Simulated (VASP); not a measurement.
# CoSi (zincblende type) (F-43m) in VASP: relaxation of cell and atoms with PBE

Aim: the relaxation of cell and atoms of CoSi (zincblende type) with PBE.

Program: VASP 6.6.1. These are calculated values, not measurements. Logs are shortened: lines on timing, memory, paths and dates and some standing lists are left out, and cuts for length are marked.

## Step 1: The cell of the first run

It takes space group F-43m (No. 216, cubic). Conventional cell: a = 5.087 Å, b = 5.087 Å, c = 5.087 Å, α = 90.00°, β = 90.00°, γ = 90.00°. Co (site symmetry -43m) has 4 Si at 2.20 Å within 2.9 Å. Within 2.9 Å of Si (site symmetry -43m) lie 4 Co at 2.20 Å.

## Step 2: Relaxation of cell and atoms, PBE, target pressure -0.00054 GPa, at which the enthalpy is minimised

File INCAR:

```
SYSTEM = CoSi
ALGO = Normal
EDIFF = 1E-6
EDIFFG = -0.005
ENCUT = 600
GGA = PE
IBRION = 2
ISIF = 3
ISMEAR = -1
LASPH = .True.
LCHARG = .False.
LREAL = .False.
LWAVE = .False.
NELM = 80
NSW = 32
PREC = Accurate
PSTRESS = -0.0054
SIGMA = 0.05
```

File KPOINTS:

```
k-points
0
Gamma
  13 13 13
  0 0 0
```

File POSCAR:

```
CoSi
1.0
    0.0000000000      2.5436195725      2.5436195725
    2.5436195725      0.0000000000      2.5436195725
    2.5436195725      2.5436195725      0.0000000000
Co Si
1 1
Direct
    0.0000000000      0.0000000000      0.0000000000
    0.2500000000      0.2500000000      0.2500000000
```

Potentials or basis: VASP PAW PBE potentials, release 64 (Co, Si).

On the command line:

```bash
> cat potpaw_PBE.64/Co/POTCAR potpaw_PBE.64/Si/POTCAR > POTCAR
> mpirun -np 1 vasp_std > vasp.out
```

OUTCAR:

```text
SYSTEM = CoSi
   EDIFF = 1E-6
   EDIFFG = -0.005
   ENCUT = 600
   GGA = PE
   IBRION = 2
   ISIF = 3
   ISMEAR = -1
   LASPH = .True.
   LREAL = .False.
   NELM = 80
   NSW = 32
   PREC = Accurate
   PSTRESS = -0.0054

 ion  position               nearest neighbor table
   1  0.000  0.000  0.000-   2 2.20   2 2.20   2 2.20   2 2.20
   2  0.250  0.250  0.250-   1 2.20   1 2.20   1 2.20   1 2.20

  LATTYP: Found a face centered cubic cell.
 ALAT       =     5.0872391450

  Lattice vectors:

 A1 = (   0.0000000000,   2.5436195725,   2.5436195725)
 A2 = (   2.5436195725,   0.0000000000,   2.5436195725)
 A3 = (   2.5436195725,   2.5436195725,   0.0000000000)

Analysis of symmetry for initial positions (statically):
=====================================================================
 Subroutine PRICEL returns:
 Original cell was already a primitive cell.

 Routine SETGRP: Setting up the symmetry group for a
 face centered cubic supercell.

 Subroutine GETGRP returns: Found 24 space group operations
 (whereof 24 operations were pure point group operations)
 out of a pool of 48 trial point group operations.

The static configuration has the point symmetry T_d .

Analysis of symmetry for dynamics (positions and initial velocities):
=====================================================================
 Subroutine PRICEL returns:
 Original cell was already a primitive cell.

 Routine SETGRP: Setting up the symmetry group for a
 face centered cubic supercell.

 Subroutine GETGRP returns: Found 24 space group operations
 (whereof 24 operations were pure point group operations)
 out of a pool of 48 trial point group operations.

The dynamic configuration has the point symmetry T_d .

 Subroutine INISYM returns: Found 24 space group operations
 (whereof 24 operations are pure point group operations),
 and found     1 'primitive' translations

----------------------------------------------------------------------------------------

                                     Primitive cell

  volume of cell :      32.9144

  direct lattice vectors                    reciprocal lattice vectors
     0.000000000  2.543619572  2.543619572    -0.196570275  0.196570275  0.196570275
     2.543619572  0.000000000  2.543619572     0.196570275 -0.196570275  0.196570275
     2.543619572  2.543619572  0.000000000     0.196570275  0.196570275 -0.196570275

  length of vectors
     3.597221297  3.597221297  3.597221297     0.340469704  0.340469704  0.340469704

  position of ions in fractional coordinates (direct lattice)
     0.000000000  0.000000000  0.000000000
     0.250000000  0.250000000  0.250000000

  ion indices of the primitive-cell ions
   primitive index   ion index
                 1           1
                 2           2

----------------------------------------------------------------------------------------

 KPOINTS: k-points

Automatic generation of k-mesh.
 Grid dimensions read from file:
 generate k-points for:   13   13   13

 Generating k-lattice:

  Cartesian coordinates                     Fractional coordinates (reciprocal lattice)
    -0.015120790  0.015120790  0.015120790     0.076923077  0.000000000  0.000000000
     0.015120790 -0.015120790  0.015120790     0.000000000  0.076923077  0.000000000
     0.015120790  0.015120790 -0.015120790     0.000000000  0.000000000  0.076923077

  Length of vectors
     0.026189977  0.026189977  0.026189977

  Shift w.r.t. Gamma in fractional coordinates (k-lattice)
     0.000000000  0.000000000  0.000000000

 Subroutine IBZKPT returns following result:
[... 52 lines left out ...]
   NSW    =     32    number of steps for IOM
   IBRION =      2    ionic relax: 0-MD 1-quasi-New 2-CG
   NFREE  =      1    steps in history (QN), initial steepest desc. (CG)
   ISIF   =      3    stress and relaxation
   ISYM   =      2    0-nonsym 1-usesym 2-fastsym
   POTIM  = 0.5000    time-step for ionic-motion
   TEBEG  =    0.0;   TEEND  =   0.0 temperature during run
   PSTRESS=   -0.0 pullay stress
   NELECT =      13.0000    total number of electrons
   NUPDOWN=      -1.0000    fix difference up-down
   EMIN   =  10.00;   EMAX   =-10.00  energy-range for DOS
   EFERMI =   0.00;   METHOD = LEGACY
   ISMEAR =    -1;   SIGMA  =   0.05  broadening in eV -4-tet -1-fermi 0-gaus
   EFERMI_NEDOS =   21; number of points for ismear=-14 and -15
   IALGO  =     38    algorithm
   IMIX   =      4    mixing-type and parameters
     AMIX     =   0.40;   BMIX     =  1.00
     AMIX_MAG =   1.60;   BMIX_MAG =  1.00
  volume/ion in A,a.u.               =      16.46       111.06
  Fermi-wavevector in a.u.,A,eV,Ry     =   1.201140  2.269826 19.629647  1.442738
  Thomas-Fermi vector in A             =   2.336957
   LORBIT       =      0    0 simple, 1 ext, 2 COOP (PROOUT), +10 PAW based schemes
   GGA     = PE    functional components
   LHFCALC =     F    Hartree Fock is set to
   AEXX    =    0.0000 exact exchange contribution
   IVDW    =     0    specifies the selected vdW correction
   LEPSILON=     F    determine dielectric tensor
   LRPA    =     F    only Hartree local field effects (RPA)
 conjugate gradient relaxation of ions
 non-spin polarized calculation
  energy-cutoff  :      600.00
  volume of cell :       32.91
 maximum number of plane-waves:      1112
 NGX is ok and might be reduce to    30
   NGX = 15   NGY = 15   NGZ = 15

--------------------------------------- Ionic step        1  -------------------------------------------

 number of electron      13.0000001 magnetization

 Free energy of the ion-electron system (eV)
  ---------------------------------------------------
  ext. energy  EPLUGINS =         0.00000000
  ---------------------------------------------------
  free energy    TOTEN  =       -11.73217305 eV

  energy without entropy =      -11.72447852  energy(sigma->0) =      -11.72832578

------------------------ aborting loop because EDIFF is reached ----------------------------------------

  FORCE on cell =-STRESS in cart. coord.  units (eV):
  Direction    XX          YY          ZZ          XY          YZ          ZX
  --------------------------------------------------------------------------------------
  -------------------------------------------------------------------------------------
  Total       -0.0125852     -0.0125852     -0.0125852      0.0000000      0.0000000      0.0000000
  in kB       -0.6126117     -0.6126117     -0.6126117      0.0000000      0.0000000      0.0000000
  external PRESSURE =      -0.6072117 kB  Pullay stress =      -0.0054000 kB

 VOLUME and BASIS-vectors are now :
 -----------------------------------------------------------------------------
  energy-cutoff  :      600.00
  volume of cell :       32.91
      direct lattice vectors                 reciprocal lattice vectors
     0.000000000  2.543619572  2.543619572    -0.196570275  0.196570275  0.196570275
     2.543619572  0.000000000  2.543619572     0.196570275 -0.196570275  0.196570275
     2.543619572  2.543619572  0.000000000     0.196570275  0.196570275 -0.196570275

 POSITION                                       TOTAL-FORCE (eV/Angst)
 -----------------------------------------------------------------------------------
      0.00000      0.00000      0.00000         0.000000      0.000000     -0.000000
      1.27181      1.27181      1.27181        -0.000000     -0.000000      0.000000
 -----------------------------------------------------------------------------------
    total drift:                               -0.000000     -0.000000     -0.000000

  FREE ENERGIE OF THE ION-ELECTRON SYSTEM (eV)
  ---------------------------------------------------
  free  energy   TOTEN  =       -11.7321730517 eV

  energy  without entropy=      -11.7244785182  energy(sigma->0) =      -11.72832578

  enthalpy is  TOTEN    =       -11.7322839869 eV   P V=       -0.0001109353

--------------------------------------- Ionic step        2  -------------------------------------------

 number of electron      13.0000001 magnetization

 Free energy of the ion-electron system (eV)
  ---------------------------------------------------
  ext. energy  EPLUGINS =         0.00000000
  ---------------------------------------------------
  free energy    TOTEN  =       -11.73216875 eV

  energy without entropy =      -11.72448588  energy(sigma->0) =      -11.72832731

 E-fermi :   6.0587     XC(G=0): -10.5566

 val. band max:        6.0075608102   @ k =  -0.3077   0.3077   0.0769
 cond. band min:       6.1081989516   @ k =   0.4615   0.3077   0.0000
 fundamental gap:      0.1006381414
 Fermi energy:         6.0587197118

 k-point     1 :       0.0000    0.0000    0.0000
  band No.  band energies     occupation
      1      -3.8509      2.00000
      2       3.7471      2.00000
      3       3.7471      2.00000
      4       3.7471      2.00000
      5       5.0353      2.00000
      6       5.0353      2.00000
      7      12.4870      0.00000
      8      12.4870      0.00000
      9      12.4870      0.00000
     10      13.7892      0.00000
[... 287 lines left out ...]
 k-point    24 :       0.4615    0.1538    0.0000
  band No.  band energies     occupation
      1      -1.4280      2.00000
      2       2.4257      2.00000
      3       3.8462      2.00000
      4       4.0751      2.00000
      5       5.0532      2.00000
      6       5.2306      2.00000
      7       5.7452      1.99623
      8       9.0186      0.00000
      9       9.2147      0.00000
     10      13.2330      0.00000

 [... further k-points ...]
[... 5 lines left out ...]
  --------------------------------------------------------------------------------------
  -------------------------------------------------------------------------------------
  Total        0.0043394      0.0043394      0.0043394      0.0000000     -0.0000000      0.0000000
  in kB        0.2114188      0.2114188      0.2114188      0.0000000     -0.0000000      0.0000000
  external PRESSURE =       0.2168188 kB  Pullay stress =      -0.0054000 kB

 VOLUME and BASIS-vectors are now :
 -----------------------------------------------------------------------------
  energy-cutoff  :      600.00
  volume of cell :       32.88
      direct lattice vectors                 reciprocal lattice vectors
     0.000000000  2.542854206  2.542854206    -0.196629441  0.196629441  0.196629441
     2.542854206  0.000000000  2.542854206     0.196629441 -0.196629441  0.196629441
     2.542854206  2.542854206  0.000000000     0.196629441  0.196629441 -0.196629441

 POSITION                                       TOTAL-FORCE (eV/Angst)
 -----------------------------------------------------------------------------------
      0.00000      2.54285      2.54285         0.000000      0.000000      0.000000
      1.27143      1.27143      1.27143        -0.000000     -0.000000     -0.000000
 -----------------------------------------------------------------------------------
    total drift:                               -0.000000     -0.000000     -0.000000

  FREE ENERGIE OF THE ION-ELECTRON SYSTEM (eV)
  ---------------------------------------------------
  free  energy   TOTEN  =       -11.7321687471 eV

  energy  without entropy=      -11.7244858763  energy(sigma->0) =      -11.72832731

  enthalpy is  TOTEN    =       -11.7322795822 eV   P V=       -0.0001108352

 reached required accuracy - stopping structural energy minimisation
```

It took 99 s on 1 thread of AMD EPYC 7R13, shared host; peak memory 0.17 GiB.

Results:

```
Free energy                                                : -11.7322 eV
Relaxed volume                                             : 16.44 Å³/atom
Relaxed cell                                               : a = 3.596 Å, b = 3.596 Å, c = 3.596 Å, α = 60.00°, β = 60.00°, γ = 60.00°
Space group after relaxing (to 0.1 Å)                      : F-43m (No. 216)
Energy change on relaxing (the run minimises the enthalpy) : +0.0 meV/atom
Ionic steps                                                : 2
Pressure after relaxing                                    : 0.0 GPa
Band gap on the k mesh                                     : zero (an odd number of electrons rules out a gap without spin polarisation)
```

Final structure:
```
Co Si
1.0
     0.00000    2.54285    2.54285
     2.54285    0.00000    2.54285
     2.54285    2.54285    0.00000
Co Si
1 1
Direct
  0.00000 0.00000 0.00000
  0.25000 0.25000 0.25000
```

Caveat: the cell is relaxed towards a set pressure, so the run minimises the enthalpy, not the energy; the run has no spin polarisation, though such a crystal can be magnetic. Spin polarisation is off, so any magnetic state and its effect on volume and gap are missing.
